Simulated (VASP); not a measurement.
# GaAs (F-43m) in VASP: a series of runs, part 2 of 2

VASP 6.6.1. The steps go on from the part before.

## 3. Single point, LDA

This run uses another cell than the first one, of 21.98 Å³/atom, 0.973 times its volume.

File INCAR:

```
SYSTEM = GaAs
PREC = Accurate ; ENCUT = 600
EDIFF = 1E-6 ; ISMEAR = -1
SIGMA = 0.02 ; LREAL = .False.
LASPH = .True. ; NELM = 120
ALGO = Normal ; ISIF = 2
LWAVE = .False. ; LCHARG = .False.
GGA = CA ; NBANDS = 21
GGA_COMPAT = .False.
```

File KPOINTS:

```
regular mesh
0
Gamma
  8 8 8
  0 0 0
```

File POSCAR:

```
GaAs
1.0
    0.0000000000      2.8013433196      2.8013433196
    2.8013433196      0.0000000000      2.8013433196
    2.8013433196      2.8013433196      0.0000000000
Ga As
1 1
Direct
    0.0000000000      0.0000000000      0.0000000000
    0.2500000000      0.2500000000      0.2500000000
```

Potentials or basis: VASP PAW LDA potentials, release 64 (Ga_d, As_d).

Command:

```sh
> cat potpaw_LDA.64/Ga_d/POTCAR potpaw_LDA.64/As_d/POTCAR > POTCAR
> mpirun -np 1 vasp_std > vasp.out
```

OUTCAR:

```text
SYSTEM = GaAs
   PREC = Accurate
   ENCUT = 600
   EDIFF = 1E-6
   ISMEAR = -1
   LREAL = .False.
   LASPH = .True.
   NELM = 120
   ISIF = 2
   GGA = CA

 ion  position               nearest neighbor table
   1  0.000  0.000  0.000-   2 2.43   2 2.43   2 2.43   2 2.43
   2  0.250  0.250  0.250-   1 2.43   1 2.43   1 2.43   1 2.43

  LATTYP: Found a face centered cubic cell.
 ALAT       =     5.6026866392

  Lattice vectors:

 A1 = (   0.0000000000,   2.8013433196,   2.8013433196)
 A2 = (   2.8013433196,   0.0000000000,   2.8013433196)
 A3 = (   2.8013433196,   2.8013433196,   0.0000000000)

Analysis of symmetry for initial positions (statically):
=====================================================================
 Subroutine PRICEL returns:
 Original cell was already a primitive cell.

 Routine SETGRP: Setting up the symmetry group for a
 face centered cubic supercell.

 Subroutine GETGRP returns: Found 24 space group operations
 (whereof 24 operations were pure point group operations)
 out of a pool of 48 trial point group operations.

The static configuration has the point symmetry T_d .

Analysis of symmetry for dynamics (positions and initial velocities):
=====================================================================
 Subroutine PRICEL returns:
 Original cell was already a primitive cell.

 Routine SETGRP: Setting up the symmetry group for a
 face centered cubic supercell.

 Subroutine GETGRP returns: Found 24 space group operations
 (whereof 24 operations were pure point group operations)
 out of a pool of 48 trial point group operations.

The dynamic configuration has the point symmetry T_d .

 Subroutine INISYM returns: Found 24 space group operations
 (whereof 24 operations are pure point group operations),
 and found     1 'primitive' translations
[... 100 lines left out ...]
   NFREE  =      0    steps in history (QN), initial steepest desc. (CG)
   ISIF   =      2    stress and relaxation
   ISYM   =      2    0-nonsym 1-usesym 2-fastsym
   POTIM  = 0.5000    time-step for ionic-motion
   TEBEG  =    0.0;   TEEND  =   0.0 temperature during run
   PSTRESS=    0.0 pullay stress
   NELECT =      28.0000    total number of electrons
   NUPDOWN=      -1.0000    fix difference up-down
   EMIN   =  10.00;   EMAX   =-10.00  energy-range for DOS
   EFERMI =   0.00;   METHOD = LEGACY
   ISMEAR =    -1;   SIGMA  =   0.02  broadening in eV -4-tet -1-fermi 0-gaus
   EFERMI_NEDOS =   21; number of points for ismear=-14 and -15
   IALGO  =     38    algorithm
   IMIX   =      4    mixing-type and parameters
     AMIX     =   0.40;   BMIX     =  1.00
     AMIX_MAG =   1.60;   BMIX_MAG =  1.00
  volume/ion in A,a.u.               =      21.98       148.35
  Fermi-wavevector in a.u.,A,eV,Ry     =   1.408482  2.661644 26.991515  1.983820
  Thomas-Fermi vector in A             =   2.530635
   LORBIT       =      0    0 simple, 1 ext, 2 COOP (PROOUT), +10 PAW based schemes
   GGA     = CA    functional components
   LHFCALC =     F    Hartree Fock is set to
   AEXX    =    0.0000 exact exchange contribution
   IVDW    =     0    specifies the selected vdW correction
   LEPSILON=     F    determine dielectric tensor
   LRPA    =     F    only Hartree local field effects (RPA)
 non-spin polarized calculation
  energy-cutoff  :      600.00
  volume of cell :       43.97
 maximum number of plane-waves:      1480
   NGX = 15   NGY = 15   NGZ = 15

 number of electron      27.9999993 magnetization

 Free energy of the ion-electron system (eV)
  ---------------------------------------------------
  ext. energy  EPLUGINS =         0.00000000
  ---------------------------------------------------
  free energy    TOTEN  =        -9.63998048 eV

  energy without entropy =       -9.63998047  energy(sigma->0) =       -9.63998047

 E-fermi :   3.5026     XC(G=0): -10.4365

 val. band max:        3.2268595094   @ k =   0.0000   0.0000   0.0000
 cond. band min:       3.7563555333   @ k =   0.0000   0.0000   0.0000
 fundamental gap:      0.5294960238
 Fermi energy:         3.5025693946

 k-point     1 :       0.0000    0.0000    0.0000
  band No.  band energies     occupation
      1     -32.0912      2.00000
      2     -32.0912      2.00000
      3     -32.0912      2.00000
      4     -32.0795      2.00000
      5     -32.0795      2.00000
      6     -11.7490      2.00000
[... 565 lines left out ...]
     20      14.8528      0.00000
     21      15.4480      0.00000

 [... further k-points ...]
[... 5 lines left out ...]
  --------------------------------------------------------------------------------------
  -------------------------------------------------------------------------------------
  Total        0.0323799      0.0323799      0.0323799      0.0000000      0.0000000      0.0000000
  in kB        1.1799325      1.1799325      1.1799325      0.0000000      0.0000000      0.0000000
  external PRESSURE =       1.1799325 kB  Pullay stress =       0.0000000 kB

 VOLUME and BASIS-vectors are now :
 -----------------------------------------------------------------------------
  energy-cutoff  :      600.00
  volume of cell :       43.97
      direct lattice vectors                 reciprocal lattice vectors
     0.000000000  2.801343320  2.801343320    -0.178485799  0.178485799  0.178485799
     2.801343320  0.000000000  2.801343320     0.178485799 -0.178485799  0.178485799
     2.801343320  2.801343320  0.000000000     0.178485799  0.178485799 -0.178485799

 POSITION                                       TOTAL-FORCE (eV/Angst)
 -----------------------------------------------------------------------------------
      0.00000      0.00000      0.00000        -0.000000     -0.000000     -0.000000
      1.40067      1.40067      1.40067         0.000000      0.000000      0.000000
 -----------------------------------------------------------------------------------
    total drift:                                0.000000      0.000000      0.000000

  FREE ENERGIE OF THE ION-ELECTRON SYSTEM (eV)
  ---------------------------------------------------
  free  energy   TOTEN  =        -9.6399804759 eV

  energy  without entropy=       -9.6399804690  energy(sigma->0) =       -9.63998047
```

stdout:

```text
POSCAR found type information on POSCAR GaAs
 POSCAR found :  2 types and       2 ions
 scaLAPACK will be used
 LDA part: xc-table for (Slater(with rela. corr.)+CA(PZ))
 , standard interpolation
 POSCAR, INCAR and KPOINTS ok, starting setup
 FFT: planning ... GRIDC
 FFT: planning ... GRID_SOFT
 FFT: planning ... GRID
 WAVECAR not read
 entering main loop
```

Run time: 8.7 s. Hardware: 1 thread of Intel Xeon 6975P-C (Granite Rapids), shared host; peak memory 0.17 GiB.

What came out:

| Quantity | Value |
| --- | --- |
| Free energy | -9.6400 eV |
| Pressure | 0.1 GPa |
| Band gap on the k mesh | 0.53 eV, direct |

Levels at points of the mesh, in eV from the valence-band top:
```csv
k point,band 11,band 12,band 13,band 14,band 15,band 16,band 17,band 18
"(0.00, 0.00, 0.00)",-12.96,0.00,0.00,0.00,0.53,3.69,3.69,3.69
"(0.50, 0.00, 0.00)",-11.12,-6.83,-1.19,-1.19,0.94,4.60,4.60,7.60
"(0.50, 0.50, 0.00)",-10.34,-6.99,-2.78,-2.78,1.30,1.54,10.27,10.27
```

## 4. Single point, PBE

This run uses another cell than the first one, of 23.70 Å³/atom, 1.049 times its volume.

File INCAR:

```
  PREC = Accurate
  ENCUT = 600
  EDIFF = 1E-6
  ISMEAR = -1
  SIGMA = 0.02
  LREAL = False
  LASPH = True
  NELM = 120
  ALGO = Normal
  ISIF = 2
  LWAVE = False
  LCHARG = True
  GGA = PE
  LELF = True
  LVHAR = True
  NBANDS = 21
  GGA_COMPAT = False
```

File KPOINTS:

```
Automatic mesh
0
Gamma
  8 8 8
```

File POSCAR:

```
GaAs
1.0
    0.0000000000      2.8722543148      2.8722543148
    2.8722543148      0.0000000000      2.8722543148
    2.8722543148      2.8722543148      0.0000000000
Ga As
1 1
Direct
    0.0000000000      0.0000000000      0.0000000000
    0.2500000000      0.2500000000      0.2500000000
```

Potentials or basis: VASP PAW PBE potentials, release 64 (Ga_d, As_d).

Command:

```sh
> cat potpaw_PBE.64/Ga_d/POTCAR potpaw_PBE.64/As_d/POTCAR > POTCAR
> mpirun -np 1 vasp_std > vasp.out
```

Run time: 32 s. Hardware: 1 thread of Intel Xeon Platinum 8375C at 2.90GHz (Ice Lake), shared host; peak memory 0.19 GiB.

It converged, with:

* Free energy: -8.2840 eV
* Pressure: -0.1 GPa
* Band gap on the k mesh: 0.16 eV, direct

Levels at points of the mesh, in eV from the valence-band top:
```
           k point  band 11  band 12  band 13  band 14  band 15  band 16  band 17  band 18
(0.00, 0.00, 0.00)   -12.39     0.00     0.00     0.00     0.16     3.72     3.72     3.72
(0.50, 0.00, 0.00)   -10.77    -6.38    -1.07    -1.07     0.87     4.63     4.63     7.71
(0.50, 0.50, 0.00)   -10.10    -6.59    -2.51    -2.51     1.56     1.68     9.80     9.80
```

## 5. Single point, PBE

This run uses another cell than the first one, of 22.74 Å³/atom, 1.007 times its volume.

File INCAR:

```
PREC = Accurate
ENCUT = 600
EDIFF = 1E-6
ISMEAR = -1
SIGMA = 0.02
LREAL = False
LASPH = True
NELM = 120
ALGO = Normal
ISIF = 2
LWAVE = False
LCHARG = False
GGA = PE
NBANDS = 21
GGA_COMPAT = False
```

File KPOINTS:

```
regular mesh
0
Gamma
  8 8 8
```

File POSCAR:

```
GaAs
1.0
    0.0000000000      2.8330831656      2.8330831656
    2.8330831656      0.0000000000      2.8330831656
    2.8330831656      2.8330831656      0.0000000000
Ga As
1 1
Direct
    0.0000000000      0.0000000000      0.0000000000
    0.2500000000      0.2500000000      0.2500000000
```

Potentials or basis: VASP PAW PBE potentials, release 64 (Ga_d, As_d).

Command:

```sh
> cat potpaw_PBE.64/Ga_d/POTCAR potpaw_PBE.64/As_d/POTCAR > POTCAR
> mpirun -np 1 vasp_std > vasp.out
```

OUTCAR:

```text
PREC = Accurate
   ENCUT = 600
   EDIFF = 1E-6
   ISMEAR = -1
   LREAL = False
   LASPH = True
   NELM = 120
   ISIF = 2
   GGA = PE

 ion  position               nearest neighbor table
   1  0.000  0.000  0.000-   2 2.45   2 2.45   2 2.45   2 2.45
   2  0.250  0.250  0.250-   1 2.45   1 2.45   1 2.45   1 2.45

  LATTYP: Found a face centered cubic cell.
 ALAT       =     5.6661663312

  Lattice vectors:

 A1 = (   0.0000000000,   2.8330831656,   2.8330831656)
 A2 = (   2.8330831656,   0.0000000000,   2.8330831656)
 A3 = (   2.8330831656,   2.8330831656,   0.0000000000)

Analysis of symmetry for initial positions (statically):
=====================================================================
 Subroutine PRICEL returns:
 Original cell was already a primitive cell.

 Routine SETGRP: Setting up the symmetry group for a
 face centered cubic supercell.

 Subroutine GETGRP returns: Found 24 space group operations
 (whereof 24 operations were pure point group operations)
 out of a pool of 48 trial point group operations.

The static configuration has the point symmetry T_d .

Analysis of symmetry for dynamics (positions and initial velocities):
=====================================================================
 Subroutine PRICEL returns:
 Original cell was already a primitive cell.

 Routine SETGRP: Setting up the symmetry group for a
 face centered cubic supercell.

 Subroutine GETGRP returns: Found 24 space group operations
 (whereof 24 operations were pure point group operations)
 out of a pool of 48 trial point group operations.

The dynamic configuration has the point symmetry T_d .

 Subroutine INISYM returns: Found 24 space group operations
 (whereof 24 operations are pure point group operations),
 and found     1 'primitive' translations

[... 100 lines left out ...]
   ISIF   =      2    stress and relaxation
   ISYM   =      2    0-nonsym 1-usesym 2-fastsym
   POTIM  = 0.5000    time-step for ionic-motion
   TEBEG  =    0.0;   TEEND  =   0.0 temperature during run
   PSTRESS=    0.0 pullay stress
   NELECT =      28.0000    total number of electrons
   NUPDOWN=      -1.0000    fix difference up-down
   EMIN   =  10.00;   EMAX   =-10.00  energy-range for DOS
   EFERMI =   0.00;   METHOD = LEGACY
   ISMEAR =    -1;   SIGMA  =   0.02  broadening in eV -4-tet -1-fermi 0-gaus
   EFERMI_NEDOS =   21; number of points for ismear=-14 and -15
   IALGO  =     38    algorithm
   IMIX   =      4    mixing-type and parameters
     AMIX     =   0.40;   BMIX     =  1.00
     AMIX_MAG =   1.60;   BMIX_MAG =  1.00
  volume/ion in A,a.u.               =      22.74       153.45
  Fermi-wavevector in a.u.,A,eV,Ry     =   1.392702  2.631825 26.390115  1.939619
  Thomas-Fermi vector in A             =   2.516419
   LORBIT       =      0    0 simple, 1 ext, 2 COOP (PROOUT), +10 PAW based schemes
   GGA     = PE    functional components
   LHFCALC =     F    Hartree Fock is set to
   AEXX    =    0.0000 exact exchange contribution
   IVDW    =     0    specifies the selected vdW correction
   LEPSILON=     F    determine dielectric tensor
   LRPA    =     F    only Hartree local field effects (RPA)
 non-spin polarized calculation
  energy-cutoff  :      600.00
  volume of cell :       45.48
 maximum number of plane-waves:      1540
   NGX = 17   NGY = 17   NGZ = 17

 number of electron      28.0000011 magnetization

 Free energy of the ion-electron system (eV)
  ---------------------------------------------------
  ext. energy  EPLUGINS =         0.00000000
  ---------------------------------------------------
  free energy    TOTEN  =        -8.26699615 eV

  energy without entropy =       -8.26699612  energy(sigma->0) =       -8.26699613

 E-fermi :   3.3203     XC(G=0):  -9.8848

 val. band max:        3.0757344667   @ k =   0.0000   0.0000   0.0000
 cond. band min:       3.5429036904   @ k =   0.0000   0.0000   0.0000
 fundamental gap:      0.4671692237
 Fermi energy:         3.3203192745

 k-point     1 :       0.0000    0.0000    0.0000
  band No.  band energies     occupation
      1     -32.0453      2.00000
      2     -32.0453      2.00000
      3     -32.0453      2.00000
      4     -32.0352      2.00000
      5     -32.0352      2.00000
      6     -11.7142      2.00000
[... 565 lines left out ...]
     20      14.7003      0.00000
     21      15.2080      0.00000

 [... further k-points ...]
[... 5 lines left out ...]
  --------------------------------------------------------------------------------------
  -------------------------------------------------------------------------------------
  Total        0.7659851      0.7659851      0.7659851      0.0000000      0.0000000     -0.0000000
  in kB       26.9850305     26.9850305     26.9850305      0.0000000      0.0000000     -0.0000000
  external PRESSURE =      26.9850305 kB  Pullay stress =       0.0000000 kB

 VOLUME and BASIS-vectors are now :
 -----------------------------------------------------------------------------
  energy-cutoff  :      600.00
  volume of cell :       45.48
      direct lattice vectors                 reciprocal lattice vectors
     0.000000000  2.833083166  2.833083166    -0.176486171  0.176486171  0.176486171
     2.833083166  0.000000000  2.833083166     0.176486171 -0.176486171  0.176486171
     2.833083166  2.833083166  0.000000000     0.176486171  0.176486171 -0.176486171

 POSITION                                       TOTAL-FORCE (eV/Angst)
 -----------------------------------------------------------------------------------
      0.00000      0.00000      0.00000         0.000000      0.000000      0.000000
      1.41654      1.41654      1.41654        -0.000000     -0.000000     -0.000000
 -----------------------------------------------------------------------------------
    total drift:                                0.000001      0.000001      0.000001

  FREE ENERGIE OF THE ION-ELECTRON SYSTEM (eV)
  ---------------------------------------------------
  free  energy   TOTEN  =        -8.2669961472 eV

  energy  without entropy=       -8.2669961182  energy(sigma->0) =       -8.26699613
```

OSZICAR:

```text
N       E                     dE             d eps       ncg     rms          rms(c)
DAV:   1     0.186021926841E+03    0.18602E+03   -0.14462E+04  1530   0.575E+03
DAV:   2     0.197630288346E+02   -0.16626E+03   -0.15993E+03  1248   0.814E+02
DAV:   3    -0.716881107358E+01   -0.26932E+02   -0.26714E+02  1338   0.148E+02
DAV:   4    -0.840454179613E+01   -0.12357E+01   -0.12346E+01  1416   0.350E+01
DAV:   5    -0.842964758501E+01   -0.25106E-01   -0.25105E-01  1348   0.568E+00    0.329E+00
DAV:   6    -0.828701744494E+01    0.14263E+00   -0.25380E-01  1744   0.768E+00    0.195E+00
DAV:   7    -0.826540471308E+01    0.21613E-01   -0.83880E-02  1411   0.201E+00    0.612E-01
DAV:   8    -0.826646322528E+01   -0.10585E-02   -0.14477E-02  1569   0.180E+00    0.109E-01
DAV:   9    -0.826690033811E+01   -0.43711E-03   -0.15386E-03  1333   0.564E-01    0.507E-02
DAV:  10    -0.826694940813E+01   -0.49070E-04   -0.16899E-04  1413   0.137E-01    0.228E-02
DAV:  11    -0.826699593600E+01   -0.46528E-04   -0.73704E-05  1567   0.746E-02    0.582E-03
DAV:  12    -0.826699614723E+01   -0.21123E-06   -0.50335E-06  1450   0.295E-02
   1 F= -.82669961E+01 E0= -.82669961E+01  d E =-.290569E-07
```

It used 79 s of CPU time on 1 thread of AMD EPYC 7R13 Processor (Zen 3) (shared host).

Results:

- Free energy: -8.2670 eV
- Pressure: 2.7 GPa
- Band gap on the k mesh: 0.47 eV, direct

Levels at points of the mesh, in eV from the valence-band top:
```
           k point  band 12  band 13  band 14  band 15  band 16  band 17
(0.00, 0.00, 0.00)     0.00     0.00     0.00     0.47     3.74     3.74
(0.50, 0.00, 0.00)    -6.59    -1.13    -1.13     0.98     4.64     4.64
(0.50, 0.50, 0.00)    -6.78    -2.65    -2.65     1.48     1.67    10.13
```

## 6. The runs side by side

| task | level | potentials or basis | cell | second run | gap on the mesh (eV) | pressure (GPa) |
| --- | --- | --- | --- | --- | --- | --- |
| relaxation of cell and atoms | PBE | VASP PAW PBE potentials, release 64 (Ga_d, As) | relaxed from a = 3.998 Å, angles 60.0°, 2 atoms | - | 0.15 | 0.0 |
| single point | LDA | VASP PAW LDA potentials, release 64 (Ga_d, As_d) | a = 3.962 Å, angles 60.0°, 2 atoms | valence_matched | 0.53 | 0.1 |
| single point | PBE | VASP PAW PBE potentials, release 64 (Ga_d, As_d) | a = 4.062 Å, angles 60.0°, 2 atoms | valence_matched | 0.16 | -0.1 |
| single point | PBE | VASP PAW PBE potentials, release 64 (Ga_d, As_d) | a = 4.007 Å, angles 60.0°, 2 atoms | valence_matched | 0.47 | 2.7 |

Alike in all rows: no spin polarisation; k mesh 8 × 8 × 8; cutoff (eV) 600; smearing fermi-dirac 0.02 eV.

Total energies depend on the potentials used, so only differences within one code and one set of settings carry meaning.

## 7. How close it comes

Step 3. A measured gap of GaAs is 1.418 eV (direct; 300 K; “Evidence of valence band perturbations in GaAsN/GaAs(001): A combined variable-angle spectroscopic ellipsometry and modulated photoreflectance investigation”, 2008, arxiv:0805.2212); the calculated 0.53 eV misses it by -0.89 eV. 3 values of this kind are on record (1.412 to 1.51 eV); this one was drawn at random among those near their median, those with a stated uncertainty first. Spin-orbit coupling on As, Ga is left out. The value is that of LDA on a finite k mesh, which can miss the band edges, without temperature or zero-point motion. Semilocal functionals fall short of measured gaps as a rule.

Step 4. Measured gap of GaAs: 1.418 eV (direct; 300 K; “Evidence of valence band perturbations in GaAsN/GaAs(001): A combined variable-angle spectroscopic ellipsometry and modulated photoreflectance investigation”, 2008, arxiv:0805.2212). This calculation gives 0.16 eV (-1.25 eV). So large a miss can be the level of theory's own, or it may mean another phase, state or a wrong row. 3 values of this kind are on record (1.412 to 1.51 eV); this one was drawn at random among those near their median, those with a stated uncertainty first. Spin-orbit coupling on As, Ga is left out. The value is that of PBE, without temperature or zero-point motion. Semilocal functionals fall short of measured gaps as a rule.

Step 5. A measured gap of GaAs is 1.412 eV (direct; 300 K; “Evidence of valence band perturbations in GaAsN/GaAs(001): A combined variable-angle spectroscopic ellipsometry and modulated photoreflectance investigation”, 2008, arxiv:0805.2212); the calculated 0.47 eV misses it by -0.94 eV. 3 values of this kind are on record (1.412 to 1.51 eV); this one was drawn at random among those near their median, those with a stated uncertainty first. Spin-orbit coupling on As, Ga is left out. The value is that of PBE, without temperature or zero-point motion. Semilocal functionals fall short of measured gaps as a rule.
